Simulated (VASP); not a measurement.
# Si4Ge in VASP: notebook, part 2 of 3

VASP 6.6.1. Earlier steps stand in the parts before.

### Step 3. Single point, PBEsol

Input file INCAR:

```
SYSTEM = Si4Ge
ALGO = Normal
EDIFF = 1E-6
ENCUT = 520
GGA = PS
ISIF = 2
ISMEAR = 0
LASPH = .True.
LCHARG = .False.
LREAL = .False.
LWAVE = .False.
NBANDS = 41
NELM = 60
PREC = Accurate
SIGMA = 0.02
```

Input file KPOINTS:

```
k-points
0
Gamma
  6 6 6
  0 0 0
```

Input file POSCAR:

```
Si4Ge
1.0
   -4.3638782353      4.3638782353      2.7601142906
    4.3638782353     -4.3638782353      2.7601142906
    4.3638782353      4.3638782353     -2.7601142906
Si Ge
8 2
Direct
    0.3930972474      0.1965664301      0.6002657873
    0.5428314601      0.6430972474      0.6965308173
    0.3569027526      0.0534335699      0.8997342127
    0.9465664301      0.8463006428      0.3034691827
    0.2071685399      0.6069027526      0.8034691827
    0.1536993572      0.4571685399      0.1002657873
    0.8034335699      0.4036993572      0.1965308173
    0.5963006428      0.7928314601      0.3997342127
    0.0000000000      0.0000000000      0.0000000000
    0.7500000000      0.2500000000      0.5000000000
```

Potentials or basis: VASP PAW PBE potentials, release 64 (Si, Ge_d).

Command:

```sh
$ cat potpaw_PBE.64/Si/POTCAR potpaw_PBE.64/Ge_d/POTCAR > POTCAR
$ mpirun -np 1 vasp_std > vasp.out
```

OUTCAR:

```text
SYSTEM = Si4Ge
   EDIFF = 1E-6
   ENCUT = 520
   GGA = PS
   ISIF = 2
   ISMEAR = 0
   LASPH = .True.
   LREAL = .False.
   NELM = 60
   PREC = Accurate

 ion  position               nearest neighbor table
   1  0.393  0.197  0.600-   3 2.37   4 2.37   2 2.37  10 2.42
   2  0.543  0.643  0.697-   5 2.37   1 2.37   8 2.37   9 2.42
   3  0.357  0.053  0.900-   1 2.37   7 2.37   5 2.37   9 2.42
   4  0.947  0.846  0.303-   7 2.37   8 2.37   1 2.37   9 2.42
   5  0.207  0.607  0.803-   2 2.37   3 2.37   6 2.37  10 2.42
   6  0.154  0.457  0.100-   8 2.37   7 2.37   5 2.37   9 2.42
   7  0.803  0.404  0.197-   4 2.37   6 2.37   3 2.37  10 2.42
   8  0.596  0.793  0.400-   6 2.37   4 2.37   2 2.37  10 2.42
   9  0.000  0.000  0.000-   4 2.42   3 2.42   2 2.42   6 2.42
  10  0.750  0.250  0.500-   7 2.42   5 2.42   1 2.42   8 2.42

  LATTYP: Found a body centered tetragonal cell.
 ALAT       =     8.7277564706
 C/A-ratio  =     0.6324911333

  Lattice vectors:

 A1 = (  -4.3638782353,   4.3638782353,   2.7601142906)
 A2 = (   4.3638782353,  -4.3638782353,   2.7601142906)
 A3 = (   4.3638782353,   4.3638782353,  -2.7601142906)

Analysis of symmetry for initial positions (statically):
=====================================================================
 Subroutine PRICEL returns:
 Original cell was already a primitive cell.

 Routine SETGRP: Setting up the symmetry group for a
 body centered tetragonal supercell.

 Subroutine GETGRP returns: Found  8 space group operations
 (whereof  4 operations were pure point group operations)
 out of a pool of 16 trial point group operations.

The static configuration has the point symmetry S_4 .
 The point group associated with its full space group is C_4h.

Analysis of symmetry for dynamics (positions and initial velocities):
=====================================================================
 Subroutine PRICEL returns:
 Original cell was already a primitive cell.

 Routine SETGRP: Setting up the symmetry group for a
 body centered tetragonal supercell.

 Subroutine GETGRP returns: Found  8 space group operations
 (whereof  4 operations were pure point group operations)
 out of a pool of 16 trial point group operations.

The dynamic configuration has the point symmetry S_4 .
 The point group associated with its full space group is C_4h.

 Subroutine INISYM returns: Found  8 space group operations
 (whereof  4 operations are pure point group operations),
 and found     1 'primitive' translations

----------------------------------------------------------------------------------------

                                     Primitive cell

  volume of cell :     210.2482

  direct lattice vectors                    reciprocal lattice vectors
    -4.363878235  4.363878235  2.760114291     0.000000000  0.114576982  0.181151919
     4.363878235 -4.363878235  2.760114291     0.114576982  0.000000000  0.181151919
     4.363878235  4.363878235 -2.760114291     0.114576982  0.114576982  0.000000000

  length of vectors
     6.760554519  6.760554519  6.760554519     0.214345288  0.214345288  0.162036323

  position of ions in fractional coordinates (direct lattice)
     0.393097247  0.196566430  0.600265787
[... 51 lines left out ...]
  0.000000  0.000000  0.000000      1.000000
  0.166667 -0.000000  0.000000      8.000000
  0.333333  0.000000  0.000000      8.000000
  0.500000  0.000000  0.000000      4.000000
  0.166667  0.166667  0.000000      8.000000
  0.333333  0.166667  0.000000      8.000000
[... 16 lines left out ...]
 -0.333333  0.333333 -0.166667      4.000000
 -0.166667  0.333333  0.166667      8.000000
 [... further k-points ...]
   k-points           NKPTS =     36   k-points in BZ     NKDIM =     36   number of bands    NBANDS=     41
   number of dos      NEDOS =    301   number of ions     NIONS =     10
   total plane-waves  NPLWV = 125000
   dimension x,y,z NGX =    50 NGY =   50 NGZ =   50
   dimension x,y,z NGXF=   100 NGYF=  100 NGZF=  100
   ions per type =               8   2
   NGX,Y,Z   is equivalent  to a cutoff of  12.30, 12.30, 12.30 a.u.
   NGXF,Y,Z  is equivalent  to a cutoff of  24.59, 24.59, 24.59 a.u.
 SYSTEM =  Si4Ge
   PREC   = accura    normal or accurate (medium, high low for compatibility)
   ISTART =      0    job   : 0-new  1-cont  2-samecut
   ICHARG =      2    charge: 1-file 2-atom 10-const
   ISPIN  =      1    spin polarized calculation?
   LNONCOLLINEAR =      F non collinear calculations
   LSORBIT =      F    spin-orbit coupling
   LASPH  =      T    aspherical Exc in radial PAW
   ENCUT  =  520.0 eV  38.22 Ry    6.18 a.u.  12.57 12.57 12.57*2*pi/ulx,y,z
   NELM   =     60;   NELMIN=  2; NELMDL= -5     # of ELM steps
   EDIFF  = 0.1E-05   stopping-criterion for ELM
   LREAL  =      F    real-space projection
   EDIFFG = 0.1E-04   stopping-criterion for IOM
   NSW    =      0    number of steps for IOM
   IBRION =     -1    ionic relax: 0-MD 1-quasi-New 2-CG
   NFREE  =      0    steps in history (QN), initial steepest desc. (CG)
   ISIF   =      2    stress and relaxation
   ISYM   =      2    0-nonsym 1-usesym 2-fastsym
   POTIM  = 0.5000    time-step for ionic-motion
   TEBEG  =    0.0;   TEEND  =   0.0 temperature during run
   PSTRESS=    0.0 pullay stress
   NELECT =      60.0000    total number of electrons
   NUPDOWN=      -1.0000    fix difference up-down
   EMIN   =  10.00;   EMAX   =-10.00  energy-range for DOS
   EFERMI =   0.00;   METHOD = LEGACY
   ISMEAR =     0;   SIGMA  =   0.02  broadening in eV -4-tet -1-fermi 0-gaus
   EFERMI_NEDOS =   21; number of points for ismear=-14 and -15
   IALGO  =     38    algorithm
   IMIX   =      4    mixing-type and parameters
     AMIX     =   0.40;   BMIX     =  1.00
     AMIX_MAG =   1.60;   BMIX_MAG =  1.00
  volume/ion in A,a.u.               =      21.02       141.88
  Fermi-wavevector in a.u.,A,eV,Ry     =   1.077824  2.036792 15.805948  1.161704
  Thomas-Fermi vector in A             =   2.213746
   LORBIT       =      0    0 simple, 1 ext, 2 COOP (PROOUT), +10 PAW based schemes
   GGA     = PS    functional components
   LHFCALC =     F    Hartree Fock is set to
   AEXX    =    0.0000 exact exchange contribution
   IVDW    =     0    specifies the selected vdW correction
   LEPSILON=     F    determine dielectric tensor
   LRPA    =     F    only Hartree local field effects (RPA)
 non-spin polarized calculation
 Gauss-broadening in eV      SIGMA  =   0.02
  energy-cutoff  :      520.00
  volume of cell :      210.25
 maximum number of plane-waves:      5686
   NGX = 25   NGY = 25   NGZ = 25

 number of electron      60.0000021 magnetization

 Free energy of the ion-electron system (eV)
  ---------------------------------------------------
  ext. energy  EPLUGINS =         0.00000000
  ---------------------------------------------------
  free energy    TOTEN  =       -55.76473039 eV

  energy without entropy =      -55.76473039  energy(sigma->0) =      -55.76473039

 E-fermi :   5.4983     XC(G=0):  -9.5914

 val. band max:        5.3420195218   @ k =   0.0000   0.0000   0.0000
 cond. band min:       5.9575172936   @ k =   0.5000   0.5000   0.1667
 fundamental gap:      0.6154977718
 Fermi energy:         5.4983149718

 k-point     1 :       0.0000    0.0000    0.0000
  band No.  band energies     occupation
      1     -18.8238      2.00000
      2     -18.8238      2.00000
      3     -18.8238      2.00000
      4     -18.8238      2.00000
      5     -18.8234      2.00000
      6     -18.8232      2.00000
[... 1045 lines left out ...]
     40       9.1832      0.00000
     41       9.4024      0.00000

 [... further k-points ...]
[... 5 lines left out ...]
  --------------------------------------------------------------------------------------
  -------------------------------------------------------------------------------------
  Total       -2.6848580     -2.6848580     -2.6877184      0.0000000      0.0000000      0.0000000
  in kB      -20.4597157    -20.4597157    -20.4815132      0.0000001      0.0000000      0.0000000
  external PRESSURE =     -20.4669815 kB  Pullay stress =       0.0000000 kB

 VOLUME and BASIS-vectors are now :
 -----------------------------------------------------------------------------
  energy-cutoff  :      520.00
  volume of cell :      210.25
      direct lattice vectors                 reciprocal lattice vectors
    -4.363878235  4.363878235  2.760114291     0.000000000  0.114576982  0.181151919
     4.363878235 -4.363878235  2.760114291     0.114576982  0.000000000  0.181151919
     4.363878235  4.363878235 -2.760114291     0.114576982  0.114576982  0.000000000

 POSITION                                       TOTAL-FORCE (eV/Angst)
 -----------------------------------------------------------------------------------
      1.76185      3.47712     -0.02926        -0.041510      0.020064      0.033590
      3.47712      2.60203      1.35079         0.020064      0.041510      0.033590
      2.60203      5.25063     -1.35079         0.041510     -0.020064     -0.033590
      0.88675      1.76185      4.11091        -0.020064     -0.041510      0.033590
      5.25063      1.76185      0.02926        -0.020064     -0.041510     -0.033590
      1.76185     -0.88675      1.40932        -0.041510      0.020064     -0.033590
     -0.88675      2.60203      2.78938         0.020064      0.041510     -0.033590
      2.60203      0.88675      2.73085         0.041510     -0.020064      0.033590
      0.00000      0.00000      0.00000         0.000000     -0.000000     -0.000000
      0.00000      4.36388      1.38006         0.000000     -0.000000      0.000000
 -----------------------------------------------------------------------------------
    total drift:                               -0.000000      0.000000      0.000000

  FREE ENERGIE OF THE ION-ELECTRON SYSTEM (eV)
  ---------------------------------------------------
  free  energy   TOTEN  =       -55.7647303906 eV

  energy  without entropy=      -55.7647303906  energy(sigma->0) =      -55.76473039
```

It took 2.6 min on 1 thread of Intel Xeon 6975P-C (Granite Rapids), shared host; peak memory 0.46 GiB.

What came out:

```yaml
Free_energy: -55.7647 eV
Pressure: -2.0 GPa
Largest_force: 0.057 eV/Å
Band_gap_on_the_k_mesh: 0.62 eV, indirect (least direct gap 1.20 eV)
```

Forces on the atoms (eV/Å):
```
Si  -0.042  0.020  0.034
Si   0.020  0.042  0.034
Si   0.042 -0.020 -0.034
Si  -0.020 -0.042  0.034
Si  -0.020 -0.042 -0.034
Si  -0.042  0.020 -0.034
Si   0.020  0.042 -0.034
Si   0.042 -0.020  0.034
Ge   0.000  0.000  0.000
Ge   0.000  0.000  0.000
```

Caveat: the PAW data sets were made with another functional, which shifts forces and pressure a little. A k mesh can miss the band edges.

### Step 4. Relaxation of cell and atoms, PBE

This run uses another cell than the first one, of 20.46 Å³/atom, 0.973 times its volume.

Input file INCAR:

```
PREC = Accurate
ENCUT = 600
EDIFF = 1E-7
ISMEAR = 0
SIGMA = 0.2
LREAL = F
LASPH = T
NELM = 100
ALGO = Normal
ISIF = 3
LWAVE = F
LCHARG = F
GGA = PE
IBRION = 2
NSW = 36
EDIFFG = -0.08
```

Input file KPOINTS:

```
regular mesh
0
Gamma
  4 4 4
```

Input file POSCAR:

```
Si4Ge
1.0
   -4.3250000000      4.3250000000      2.7350000000
    4.3250000000     -4.3250000000      2.7350000000
    4.3250000000      4.3250000000     -2.7350000000
Si Ge
8 2
Direct
    0.3500000000      0.4500000000      0.3000000000
    0.2000000000      0.4000000000      0.6000000000
    0.4000000000      0.8000000000      0.2000000000
    0.8000000000      0.6000000000      0.4000000000
    0.5500000000      0.8500000000      0.9000000000
    0.6000000000      0.2000000000      0.8000000000
    0.9500000000      0.6500000000      0.1000000000
    0.1500000000      0.0500000000      0.7000000000
    0.7500000000      0.2500000000      0.5000000000
    0.0000000000      0.0000000000      0.0000000000
```

Potentials or basis: VASP PAW PBE potentials, release 64 (Si, Ge_d).

Command:

```sh
$ cat potpaw_PBE.64/Si/POTCAR potpaw_PBE.64/Ge_d/POTCAR > POTCAR
$ mpirun -np 1 vasp_std > vasp.out
```

OUTCAR:

```text
PREC = Accurate
   ENCUT = 600
   EDIFF = 1E-7
   ISMEAR = 0
   LREAL = F
   LASPH = T
   NELM = 100
   ISIF = 3
   GGA = PE
   IBRION = 2
   NSW = 36
   EDIFFG = -0.08

 ion  position               nearest neighbor table
   1  0.350  0.450  0.300-   3 2.37   4 2.37  10 2.37   2 2.37
   2  0.200  0.400  0.600-   5 2.37   8 2.37   1 2.37   9 2.37
   3  0.400  0.800  0.200-   1 2.37   7 2.37   9 2.37   5 2.37
   4  0.800  0.600  0.400-   1 2.37   7 2.37   8 2.37   9 2.37
   5  0.550  0.850  0.900-   2 2.37   6 2.37   3 2.37  10 2.37
   6  0.600  0.200  0.800-   9 2.37   7 2.37   8 2.37   5 2.37
   7  0.950  0.650  0.100-   3 2.37   4 2.37   6 2.37  10 2.37
   8  0.150  0.050  0.700-  10 2.37   4 2.37   6 2.37   2 2.37
   9  0.750  0.250  0.500-   6 2.37   3 2.37   4 2.37   2 2.37
  10  0.000  0.000  0.000-   8 2.37   1 2.37   7 2.37   5 2.37

  LATTYP: Found a body centered tetragonal cell.
 ALAT       =     8.6500000000
 C/A-ratio  =     0.6323699422

  Lattice vectors:

 A1 = (  -4.3250000000,   4.3250000000,   2.7350000000)
 A2 = (   4.3250000000,  -4.3250000000,   2.7350000000)
 A3 = (   4.3250000000,   4.3250000000,  -2.7350000000)

Analysis of symmetry for initial positions (statically):
=====================================================================
 Subroutine PRICEL returns:
 Original cell was already a primitive cell.

 Routine SETGRP: Setting up the symmetry group for a
 body centered tetragonal supercell.

 Subroutine GETGRP returns: Found  8 space group operations
 (whereof  4 operations were pure point group operations)
 out of a pool of 16 trial point group operations.

The static configuration has the point symmetry S_4 .
 The point group associated with its full space group is C_4h.

Analysis of symmetry for dynamics (positions and initial velocities):
=====================================================================
 Subroutine PRICEL returns:
 Original cell was already a primitive cell.

 Routine SETGRP: Setting up the symmetry group for a
 body centered tetragonal supercell.
[... 120 lines left out ...]
   TEBEG  =    0.0;   TEEND  =   0.0 temperature during run
   PSTRESS=    0.0 pullay stress
   NELECT =      60.0000    total number of electrons
   NUPDOWN=      -1.0000    fix difference up-down
   EMIN   =  10.00;   EMAX   =-10.00  energy-range for DOS
   EFERMI =   0.00;   METHOD = LEGACY
   ISMEAR =     0;   SIGMA  =   0.20  broadening in eV -4-tet -1-fermi 0-gaus
   EFERMI_NEDOS =   21; number of points for ismear=-14 and -15
   IALGO  =     38    algorithm
   IMIX   =      4    mixing-type and parameters
     AMIX     =   0.40;   BMIX     =  1.00
     AMIX_MAG =   1.60;   BMIX_MAG =  1.00
  volume/ion in A,a.u.               =      20.46       138.10
  Fermi-wavevector in a.u.,A,eV,Ry     =   1.087582  2.055232 16.093446  1.182835
  Thomas-Fermi vector in A             =   2.223745
   LORBIT       =      0    0 simple, 1 ext, 2 COOP (PROOUT), +10 PAW based schemes
   GGA     = PE    functional components
   LHFCALC =     F    Hartree Fock is set to
   AEXX    =    0.0000 exact exchange contribution
   IVDW    =     0    specifies the selected vdW correction
   LEPSILON=     F    determine dielectric tensor
   LRPA    =     F    only Hartree local field effects (RPA)
 conjugate gradient relaxation of ions
 non-spin polarized calculation
 Gauss-broadening in eV      SIGMA  =   0.20
  energy-cutoff  :      600.00
  volume of cell :      204.64
 maximum number of plane-waves:      6880
 NGX is ok and might be reduce to    54
   NGX = 27   NGY = 27   NGZ = 27

--------------------------------------- Ionic step        1  -------------------------------------------

 number of electron      60.0000003 magnetization

 Free energy of the ion-electron system (eV)
  ---------------------------------------------------
  ext. energy  EPLUGINS =         0.00000000
  ---------------------------------------------------
  free energy    TOTEN  =       -52.23459919 eV

  energy without entropy =      -52.23400731  energy(sigma->0) =      -52.23430325

------------------------ aborting loop because EDIFF is reached ----------------------------------------

  FORCE on cell =-STRESS in cart. coord.  units (eV):
  Direction    XX          YY          ZZ          XY          YZ          ZX
  --------------------------------------------------------------------------------------
  -------------------------------------------------------------------------------------
  Total        2.9308938      2.9308938      2.9464062      0.0000000     -0.0000000      0.0000000
  in kB       22.9467466     22.9467466     23.0681976      0.0000003     -0.0000000      0.0000000
  external PRESSURE =      22.9872303 kB  Pullay stress =       0.0000000 kB
[... 119 lines left out ...]
--------------------------------------- Ionic step        4  -------------------------------------------

 number of electron      60.0000008 magnetization

 Free energy of the ion-electron system (eV)
  ---------------------------------------------------
  ext. energy  EPLUGINS =         0.00000000
  ---------------------------------------------------
  free energy    TOTEN  =       -52.33280327 eV

  energy without entropy =      -52.33237765  energy(sigma->0) =      -52.33259046

 E-fermi :   5.7665     XC(G=0):  -9.4335

 val. band max:        5.4071928565   @ k =   0.0000   0.0000   0.0000
 cond. band min:       6.1618895128   @ k =   0.5000   0.5000   0.5000
 fundamental gap:      0.7546966562
 Fermi energy:         5.7664715859

 k-point     1 :       0.0000    0.0000    0.0000
  band No.  band energies     occupation
      1     -18.7915      2.00000
      2     -18.7915      2.00000
      3     -18.7914      2.00000
      4     -18.7914      2.00000
      5     -18.7912      2.00000
      6     -18.7910      2.00000
[... 572 lines left out ...]
  FREE ENERGIE OF THE ION-ELECTRON SYSTEM (eV)
  ---------------------------------------------------
  free  energy   TOTEN  =       -52.3328032723 eV

  energy  without entropy=      -52.3323776544  energy(sigma->0) =      -52.33259046

 reached required accuracy - stopping structural energy minimisation
```

It took 5 min on 1 thread of Intel Xeon 6975P-C (Granite Rapids), shared host; peak memory 0.47 GiB.

Results:

- Free energy: -52.3328 eV
- Relaxed volume: 21.02 Å³/atom
- Relaxed cell: a = 6.760 Å, b = 6.760 Å, c = 6.760 Å, α = 99.59°, β = 99.59°, γ = 131.81°
- Space group after relaxing (to 0.05 Å): I4_1/a (No. 88)
- Energy gained by relaxing: 9.8 meV/atom
- Ionic steps: 4
- Pressure after relaxing: -0.1 GPa
- Largest force after relaxing: 0.055 eV/Å
- Band gap on the k mesh: 0.75 eV, indirect (least direct gap 1.64 eV)

Forces on the atoms (eV/Å):
```
Si  -0.001  0.012  0.054
Si  -0.012 -0.001  0.054
Si   0.001 -0.012 -0.054
Si   0.012  0.001  0.054
Si   0.012  0.001 -0.054
Si  -0.001  0.012 -0.054
Si  -0.012 -0.001 -0.054
Si   0.001 -0.012  0.054
Ge   0.000  0.000  0.000
Ge   0.000  0.000  0.000
```

Step by step:
```csv
step,energy change (eV),largest force (eV/Å),pressure (GPa),volume (Å³)
1,0.0000,0.4840,2.30,204.64
2,-0.0789,0.1344,-1.34,213.46
3,-0.0840,0.1958,-0.64,211.63
4,-0.0982,0.0554,-0.06,210.16
```

Final structure:
```
Si Ge
1.0
    -4.36334    4.36334    2.75961
     4.36334   -4.36334    2.75961
     4.36334    4.36334   -2.75961
Si Ge
8 2
Direct
  0.35468 0.45587 0.30362
  0.20587 0.40225 0.60119
  0.39532 0.79413 0.19638
  0.80106 0.60468 0.39881
  0.54413 0.84775 0.89881
  0.59775 0.19894 0.80362
  0.94894 0.64532 0.10119
  0.15225 0.05106 0.69638
  0.75000 0.25000 0.50000
  0.00000 0.00000 0.00000
```

Caveat: the relaxation stopped at a loose force limit of 0.08 eV/Å, so its end isn't a converged minimum. A k mesh can miss the band edges.

(Continued in part 3 of 3.)
